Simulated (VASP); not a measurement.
# Cd (P6_3/mmc) in VASP: notebook

Cd is run at these levels: PBEsol; tasks: single point.

Everything below comes from runs of VASP 6.6.1. Logs are shortened: lines on timing, memory, paths and dates and some standing lists are left out, and cuts for length are marked.

### 1 The cell of the first run

Symmetry: P6_3/mmc, No. 194, hexagonal system. The conventional cell has a = 2.939 Å, b = 2.939 Å, c = 5.542 Å, α = 90.00°, β = 90.00°, γ = 120.00°. Cd (site symmetry -6m2) has 12 Cd at 2.94 to 3.25 Å within 3.9 Å.

### 2 Single point, PBEsol

File INCAR:

```
SYSTEM = Cd
  PREC = Accurate
  ENCUT = 520
  EDIFF = 1E-6
  ISMEAR = -1
  SIGMA = 0.05
  LREAL = .FALSE.
  LASPH = .TRUE.
  NELM = 60
  ALGO = Fast
  ISIF = 2
  LWAVE = .FALSE.
  LCHARG = .FALSE.
  GGA = PS
  NBANDS = 19
```

File KPOINTS:

```
regular mesh
0
G
  10 10 5
  0 0 0
```

File POSCAR:

```
Cd
1.0
    2.9386100647      0.0000000000      0.0000000000
   -1.4693050324      2.5449109679      0.0000000000
    0.0000000000      0.0000000000      5.5417265037
Cd
2
Direct
    0.6666666667      0.3333333333      0.7500000000
    0.3333333333      0.6666666667      0.2500000000
```

Potentials or basis: VASP PAW PBE potentials, release 64 (Cd).

On the command line:

```bash
cat potpaw_PBE.64/Cd/POTCAR > POTCAR
mpirun -np 1 vasp_std > vasp.out
```

OUTCAR:

```text
SYSTEM = Cd
   PREC = Accurate
   ENCUT = 520
   EDIFF = 1E-6
   ISMEAR = -1
   LREAL = .FALSE.
   LASPH = .TRUE.
   NELM = 60
   ISIF = 2
   GGA = PS

 ion  position               nearest neighbor table
   1  0.667  0.333  0.750-   2 3.25   2 3.25   2 3.25   2 3.25   2 3.25   2 3.25
   2  0.333  0.667  0.250-   1 3.25   1 3.25   1 3.25   1 3.25   1 3.25   1 3.25

  LATTYP: Found a hexagonal cell.
 ALAT       =     2.9386100647
 C/A-ratio  =     1.8858325473

  Lattice vectors:

 A1 = (   2.9386100647,   0.0000000000,   0.0000000000)
 A2 = (  -1.4693050324,   2.5449109679,   0.0000000000)
 A3 = (   0.0000000000,   0.0000000000,   5.5417265037)

Analysis of symmetry for initial positions (statically):
=====================================================================
 Subroutine PRICEL returns:
 Original cell was already a primitive cell.

 Routine SETGRP: Setting up the symmetry group for a
 hexagonal supercell.

 Subroutine GETGRP returns: Found 24 space group operations
 (whereof 12 operations were pure point group operations)
 out of a pool of 24 trial point group operations.

The static configuration has the point symmetry D_3d.
 The point group associated with its full space group is D_6h.

Analysis of symmetry for dynamics (positions and initial velocities):
=====================================================================
 Subroutine PRICEL returns:
 Original cell was already a primitive cell.

 Routine SETGRP: Setting up the symmetry group for a
 hexagonal supercell.

 Subroutine GETGRP returns: Found 24 space group operations
 (whereof 12 operations were pure point group operations)
 out of a pool of 24 trial point group operations.

The dynamic configuration has the point symmetry D_3d.
 The point group associated with its full space group is D_6h.

 Subroutine INISYM returns: Found 24 space group operations
 (whereof 12 operations are pure point group operations),
 and found     1 'primitive' translations

----------------------------------------------------------------------------------------

                                     Primitive cell

  volume of cell :      41.4438

  direct lattice vectors                    reciprocal lattice vectors
     2.938610065  0.000000000  0.000000000     0.340296936  0.196470527  0.000000000
    -1.469305032  2.544910968  0.000000000     0.000000000  0.392941055  0.000000000
     0.000000000  0.000000000  5.541726504     0.000000000  0.000000000  0.180449179

  length of vectors
     2.938610065  2.938610065  5.541726504     0.392941055  0.392941055  0.180449179

  position of ions in fractional coordinates (direct lattice)
     0.666666667  0.333333333  0.750000000
     0.333333333  0.666666667  0.250000000

  ion indices of the primitive-cell ions
   primitive index   ion index
                 1           1
                 2           2

----------------------------------------------------------------------------------------

 KPOINTS: regular mesh

Automatic generation of k-mesh.
 Grid dimensions read from file:
 generate k-points for:   10   10    5

 Generating k-lattice:

  Cartesian coordinates                     Fractional coordinates (reciprocal lattice)
     0.034029694  0.019647053  0.000000000     0.100000000  0.000000000  0.000000000
     0.000000000  0.039294105  0.000000000     0.000000000  0.100000000  0.000000000
     0.000000000  0.000000000  0.036089836     0.000000000  0.000000000  0.200000000

  Length of vectors
     0.039294105  0.039294105  0.036089836

  Shift w.r.t. Gamma in fractional coordinates (k-lattice)
     0.000000000  0.000000000  0.000000000

 Subroutine IBZKPT returns following result:
 ===========================================

 Found     42 irreducible k-points:

 Following reciprocal coordinates:
            Coordinates               Weight
  0.000000  0.000000  0.000000      1.000000
  0.100000  0.000000  0.000000      6.000000
  0.200000  0.000000  0.000000      6.000000
  0.300000  0.000000  0.000000      6.000000
  0.400000  0.000000  0.000000      6.000000
  0.500000  0.000000  0.000000      3.000000
[... 16 lines left out ...]
  0.300000  0.100000  0.200000     24.000000
  0.400000  0.100000  0.200000     24.000000
 [... further k-points ...]
   k-points           NKPTS =     42   k-points in BZ     NKDIM =     42   number of bands    NBANDS=     19
   number of dos      NEDOS =    301   number of ions     NIONS =      2
   total plane-waves  NPLWV =  24192
   dimension x,y,z NGX =    24 NGY =   24 NGZ =   42
   dimension x,y,z NGXF=    48 NGYF=   48 NGZF=   84
   ions per type =               2
   NGX,Y,Z   is equivalent  to a cutoff of  13.58, 13.58, 12.60 a.u.
   NGXF,Y,Z  is equivalent  to a cutoff of  27.16, 27.16, 25.20 a.u.
 SYSTEM =  Cd
   PREC   = accura    normal or accurate (medium, high low for compatibility)
   ISTART =      0    job   : 0-new  1-cont  2-samecut
   ICHARG =      2    charge: 1-file 2-atom 10-const
   ISPIN  =      1    spin polarized calculation?
   LNONCOLLINEAR =      F non collinear calculations
   LSORBIT =      F    spin-orbit coupling
   LASPH  =      T    aspherical Exc in radial PAW
   ENCUT  =  520.0 eV  38.22 Ry    6.18 a.u.   5.46  5.46 10.30*2*pi/ulx,y,z
   NELM   =     60;   NELMIN=  2; NELMDL= -5     # of ELM steps
   EDIFF  = 0.1E-05   stopping-criterion for ELM
   LREAL  =      F    real-space projection
   EDIFFG = 0.1E-04   stopping-criterion for IOM
   NSW    =      0    number of steps for IOM
   IBRION =     -1    ionic relax: 0-MD 1-quasi-New 2-CG
   NFREE  =      0    steps in history (QN), initial steepest desc. (CG)
   ISIF   =      2    stress and relaxation
   ISYM   =      2    0-nonsym 1-usesym 2-fastsym
   POTIM  = 0.5000    time-step for ionic-motion
   TEBEG  =    0.0;   TEEND  =   0.0 temperature during run
   PSTRESS=    0.0 pullay stress
   NELECT =      24.0000    total number of electrons
   NUPDOWN=      -1.0000    fix difference up-down
   EMIN   =  10.00;   EMAX   =-10.00  energy-range for DOS
   EFERMI =   0.00;   METHOD = LEGACY
   ISMEAR =    -1;   SIGMA  =   0.05  broadening in eV -4-tet -1-fermi 0-gaus
   EFERMI_NEDOS =   21; number of points for ismear=-14 and -15
   IALGO  =     68    algorithm
   IMIX   =      4    mixing-type and parameters
     AMIX     =   0.40;   BMIX     =  1.00
     AMIX_MAG =   1.60;   BMIX_MAG =  1.00
  volume/ion in A,a.u.               =      20.72       139.84
  Fermi-wavevector in a.u.,A,eV,Ry     =   1.364558  2.578641 25.334304  1.862019
  Thomas-Fermi vector in A             =   2.490863
   LORBIT       =      0    0 simple, 1 ext, 2 COOP (PROOUT), +10 PAW based schemes
   GGA     = PS    functional components
   LHFCALC =     F    Hartree Fock is set to
   AEXX    =    0.0000 exact exchange contribution
   IVDW    =     0    specifies the selected vdW correction
   LEPSILON=     F    determine dielectric tensor
   LRPA    =     F    only Hartree local field effects (RPA)
 non-spin polarized calculation
 RMM-DIIS sequential band-by-band and
  energy-cutoff  :      520.00
  volume of cell :       41.44
 maximum number of plane-waves:      1149
 NGX is ok and might be reduce to    24
   NGX = 11   NGY = 11   NGZ = 21

 number of electron      24.0000013 magnetization

 Free energy of the ion-electron system (eV)
  ---------------------------------------------------
  ext. energy  EPLUGINS =         0.00000000
  ---------------------------------------------------
  free energy    TOTEN  =        -2.41026725 eV

  energy without entropy =       -2.40786212  energy(sigma->0) =       -2.40906468

 E-fermi :   2.9222     XC(G=0): -11.4292

 val. band max:        2.9068297584   @ k =   0.3000   0.0000   0.0000
 cond. band min:       3.0175351626   @ k =   0.4000   0.0000   0.0000
 fundamental gap:      0.1107054042
 Fermi energy:         2.9221898287

 k-point     1 :       0.0000    0.0000    0.0000
  band No.  band energies     occupation
      1      -6.9362      2.00000
      2      -6.6524      2.00000
      3      -6.2118      2.00000
      4      -6.2118      2.00000
      5      -6.1548      2.00000
      6      -6.1548      2.00000
[... 11 lines left out ...]
     18      18.3918      0.00000
     19      19.0535      0.00000

 k-point     2 :       0.1000    0.0000    0.0000
  band No.  band energies     occupation
      1      -6.8274      2.00000
      2      -6.5378      2.00000
      3      -6.2560      2.00000
      4      -6.1928      2.00000
      5      -6.1121      2.00000
      6      -6.0587      2.00000
[... 11 lines left out ...]
     18      18.2980      0.00000
     19      19.5584      0.00000

 k-point     3 :       0.2000    0.0000    0.0000
  band No.  band energies     occupation
      1      -6.7139      2.00000
      2      -6.4485      2.00000
      3      -6.3203      2.00000
      4      -6.0963      2.00000
      5      -6.0068      2.00000
      6      -5.8422      2.00000
[... 11 lines left out ...]
     18      16.4538      0.00000
     19      16.9637      0.00000

 k-point     4 :       0.3000    0.0000    0.0000
  band No.  band energies     occupation
      1      -6.8552      2.00000
      2      -6.6328      2.00000
      3      -6.3544      2.00000
      4      -6.0885      2.00000
      5      -5.9499      2.00000
      6      -5.8492      2.00000
[... 11 lines left out ...]
     18      16.5018      0.00000
     19      17.0665      0.00000

 k-point     5 :       0.4000    0.0000    0.0000
  band No.  band energies     occupation
      1      -7.0105      2.00000
      2      -6.7956      2.00000
      3      -6.5997      2.00000
      4      -6.0972      2.00000
      5      -5.9202      2.00000
      6      -5.9113      2.00000
[... 11 lines left out ...]
     18      16.2633      0.00000
     19      16.7537      0.00000
[... 334 lines left out ...]
      2      -6.4429      2.00000
      3      -6.3075      2.00000
      4      -6.2675      2.00000
      5      -6.0164      2.00000
      6      -5.9135      2.00000
[... 11 lines left out ...]
     18      16.4202      0.00000
     19      19.2435      0.00000

 k-point    22 :       0.2000    0.1000    0.2000
  band No.  band energies     occupation
      1      -6.6372      2.00000
      2      -6.4571      2.00000
      3      -6.3272      2.00000
      4      -6.2035      2.00000
      5      -6.1001      2.00000
      6      -5.9272      2.00000
[... 11 lines left out ...]
     18      14.9978      0.00000
     19      16.9885      0.00000

 k-point    23 :       0.3000    0.1000    0.2000
  band No.  band energies     occupation
      1      -6.8080      2.00000
      2      -6.6519      2.00000
      3      -6.4878      2.00000
      4      -6.2351      2.00000
      5      -5.9566      2.00000
      6      -5.8297      2.00000
[... 11 lines left out ...]
     18      13.9472      0.00000
     19      15.9392      0.00000

 k-point    24 :       0.4000    0.1000    0.2000
  band No.  band energies     occupation
      1      -6.9186      2.00000
      2      -6.7771      2.00000
      3      -6.6147      2.00000
      4      -6.2881      2.00000
      5      -5.9681      2.00000
      6      -5.7227      2.00000
[... 11 lines left out ...]
     18      13.3653      0.00000
     19      16.7298      0.00000

 [... further k-points ...]
[... 5 lines left out ...]
  --------------------------------------------------------------------------------------
  -------------------------------------------------------------------------------------
  Total        0.5216911      0.5216911      0.0081738     -0.0000000      0.0000000      0.0000000
  in kB       20.1680705     20.1680705      0.3159910     -0.0000000      0.0000000      0.0000000
  external PRESSURE =      13.5507107 kB  Pullay stress =       0.0000000 kB

 VOLUME and BASIS-vectors are now :
 -----------------------------------------------------------------------------
  energy-cutoff  :      520.00
  volume of cell :       41.44
      direct lattice vectors                 reciprocal lattice vectors
     2.938610065  0.000000000  0.000000000     0.340296936  0.196470527  0.000000000
    -1.469305032  2.544910968  0.000000000     0.000000000  0.392941055  0.000000000
     0.000000000  0.000000000  5.541726504     0.000000000  0.000000000  0.180449179

 POSITION                                       TOTAL-FORCE (eV/Angst)
 -----------------------------------------------------------------------------------
      1.46931      0.84830      4.15629         0.000000     -0.000000      0.000000
     -0.00000      1.69661      1.38543        -0.000000      0.000000      0.000000
 -----------------------------------------------------------------------------------
    total drift:                               -0.000000      0.000000     -0.000000

  FREE ENERGIE OF THE ION-ELECTRON SYSTEM (eV)
  ---------------------------------------------------
  free  energy   TOTEN  =        -2.4102672529 eV

  energy  without entropy=       -2.4078621156  energy(sigma->0) =       -2.40906468
```

Run time: 40 s. Hardware: 1 thread of Intel Xeon Platinum 8259CL at 2.50GHz (Skylake/Cascade Lake), shared host; peak memory 0.17 GiB.

What came out:

```yaml
Free_energy: -2.4103 eV
Pressure: 1.4 GPa
Band_gap_on_the_k_mesh: zero (band 12 reaches 4.15 eV, above the bottom of band 13 at 0.08 eV)
```

Levels at points of the mesh, in eV from the Fermi level:
| k point | band 9 | band 10 | band 11 | band 12 | band 13 | band 14 | band 15 | band 16 |
| --- | --- | --- | --- | --- | --- | --- | --- | --- |
| (0.00, 0.00, 0.00) | -8.56 | -8.28 | -8.28 | -3.10 | -2.84 | 10.95 | 14.80 | 15.46 |
| (0.50, 0.00, 0.00) | -8.00 | -7.97 | -2.31 | -1.70 | 2.22 | 3.21 | 3.56 | 5.53 |

Caveat: the PAW data sets were made with another functional, which shifts forces and pressure a little.

### 3 Single point, PBEsol

This run uses another cell than the first one, of 21.15 Å³/atom, 1.021 times its volume.

File INCAR:

```
SYSTEM = Cd
  ALGO = Normal
  EDIFF = 1E-6
  ENCUT = 520
  GGA = PS
  ISIF = 2
  ISMEAR = -1
  LASPH = .TRUE.
  LCHARG = .TRUE.
  LELF = .TRUE.
  LREAL = .FALSE.
  LVHAR = .TRUE.
  LWAVE = .FALSE.
  NBANDS = 19
  NELM = 100
  PREC = Accurate
  SIGMA = 0.05
```

File KPOINTS:

```
k-points
0
G
  10 10 5
  0 0 0
```

File POSCAR:

```
Cd
1.0
    2.9588769815      0.0000000000      0.0000000000
   -1.4794384907      2.5624626327      0.0000000000
    0.0000000000      0.0000000000      5.5799465150
Cd
2
Direct
    0.6666666667      0.3333333333      0.7500000000
    0.3333333333      0.6666666667      0.2500000000
```

Potentials or basis: VASP PAW PBE potentials, release 64 (Cd).

On the command line:

```bash
cat potpaw_PBE.64/Cd/POTCAR > POTCAR
mpirun -np 1 vasp_std > vasp.out
```

Run time: 27 s. Hardware: 1 thread of Intel Xeon Platinum 8259CL at 2.50GHz (Skylake/Cascade Lake), shared host; peak memory 0.17 GiB.

It converged, with:

- Free energy: -2.4136 eV
- Pressure: -0.1 GPa
- Band gap on the k mesh: zero (band 12 reaches 3.97 eV, above the bottom of band 13 at -0.09 eV)

Stress tensor (GPa, compression positive):
```
 0.40  0.00  0.00
 0.00  0.40  0.00
 0.00  0.00 -0.96
```

Levels at points of the mesh, in eV from the Fermi level:
| k point | band 8 | band 9 | band 10 | band 11 | band 12 | band 13 | band 14 | band 15 | band 16 | band 17 |
| --- | --- | --- | --- | --- | --- | --- | --- | --- | --- | --- |
| (0.00, 0.00, 0.00) | -8.54 | -8.54 | -8.27 | -8.27 | -3.01 | -2.87 | 10.82 | 14.70 | 15.23 | 15.23 |
| (0.50, 0.00, 0.00) | -8.31 | -8.00 | -7.97 | -2.26 | -1.71 | 2.16 | 3.18 | 3.43 | 5.45 | 8.61 |

Caveat: the PAW data sets were made with another functional, which shifts forces and pressure a little.

### 4 Single point, PBEsol

This run uses another cell than the first one, of 22.02 Å³/atom, 1.063 times its volume.

File INCAR:

```
SYSTEM = Cd
PREC = Accurate
ENCUT = 520
EDIFF = 1E-6
ISMEAR = -1
SIGMA = 0.05
LREAL = .FALSE.
LASPH = .TRUE.
NELM = 60
ALGO = Normal
ISIF = 2
LWAVE = .FALSE.
LCHARG = .FALSE.
GGA = PS
NBANDS = 19
```

File KPOINTS:

```
Automatic mesh
0
G
  10 10 5
  0 0 0
```

File POSCAR:

```
Cd
1.0
    2.9985981908      0.0000000000      0.0000000000
   -1.4992990954      2.5968622090      0.0000000000
    0.0000000000      0.0000000000      5.6548540644
Cd
2
Direct
    0.6666666667      0.3333333333      0.7500000000
    0.3333333333      0.6666666667      0.2500000000
```

On the command line:

```bash
cat potpaw_PBE.64/Cd/POTCAR > POTCAR
mpirun -np 1 vasp_std > vasp.out
```

Wall time 23 s (1 thread of Intel Xeon Platinum 8259CL at 2.50GHz (Skylake/Cascade Lake), shared host); peak memory 0.17 GiB.

Results (log left out):

- Free energy: -2.4007 eV
- Pressure: -2.3 GPa
- Band gap on the k mesh: zero (band 12 reaches 3.64 eV, above the bottom of band 13 at -0.33 eV)

Stress tensor (GPa, compression positive):
```
-2.15  0.00  0.00
 0.00 -2.15  0.00
 0.00  0.00 -2.50
```

Levels at points of the mesh, in eV from the Fermi level:
| k point | band 10 | band 11 | band 12 | band 13 | band 14 | band 15 |
| --- | --- | --- | --- | --- | --- | --- |
| (0.00, 0.00, 0.00) | -8.26 | -8.26 | -2.92 | -2.85 | 10.56 | 14.50 |
| (0.50, 0.00, 0.00) | -7.98 | -2.18 | -1.72 | 2.05 | 3.12 | 3.18 |

Caveat: the PAW data sets were made with another functional, which shifts forces and pressure a little.

### 5 Single point, PBEsol

This run uses another cell than the first one, of 22.45 Å³/atom, 1.083 times its volume.

File INCAR:

```
SYSTEM = Cd
  PREC = Accurate
  ENCUT = 520
  EDIFF = 1E-6
  ISMEAR = -1
  SIGMA = 0.05
  LREAL = .False.
  LASPH = .True.
  NELM = 60
  ALGO = Normal
  ISIF = 2
  LWAVE = .False.
  LCHARG = .False.
  GGA = PS
  NBANDS = 19
```

File KPOINTS:

```
Automatic mesh
0
Gamma
  10 10 5
  0 0 0
```

File POSCAR:

```
Cd
1.0
    3.0180701533      0.0000000000      0.0000000000
   -1.5090350766      2.6137254232      0.0000000000
    0.0000000000      0.0000000000      5.6915749249
Cd
2
Direct
    0.6666666667      0.3333333333      0.7500000000
    0.3333333333      0.6666666667      0.2500000000
```

On the command line:

```bash
cat potpaw_PBE.64/Cd/POTCAR > POTCAR
mpirun -np 1 vasp_std > vasp.out
```

It took 26 s on 1 thread of Intel Xeon Platinum 8259CL at 2.50GHz (Skylake/Cascade Lake), shared host; peak memory 0.17 GiB.

It converged, with:

```yaml
Free_energy: -2.3860 eV
Pressure: -3.2 GPa
Band_gap_on_the_k_mesh: zero (band 12 reaches 3.49 eV, above the bottom of band 13 at -0.38 eV)
```

Levels at points of the mesh, in eV from the Fermi level:
| k point | band 9 | band 10 | band 11 | band 12 | band 13 | band 14 | band 15 | band 16 |
| --- | --- | --- | --- | --- | --- | --- | --- | --- |
| (0.00, 0.00, 0.00) | -8.49 | -8.25 | -8.25 | -2.94 | -2.77 | 10.43 | 14.40 | 14.54 |
| (0.50, 0.00, 0.00) | -8.01 | -7.98 | -2.14 | -1.73 | 2.01 | 3.06 | 3.10 | 5.25 |

Caveat: the PAW data sets were made with another functional, which shifts forces and pressure a little.

(Part 1 of 2 ends here.)
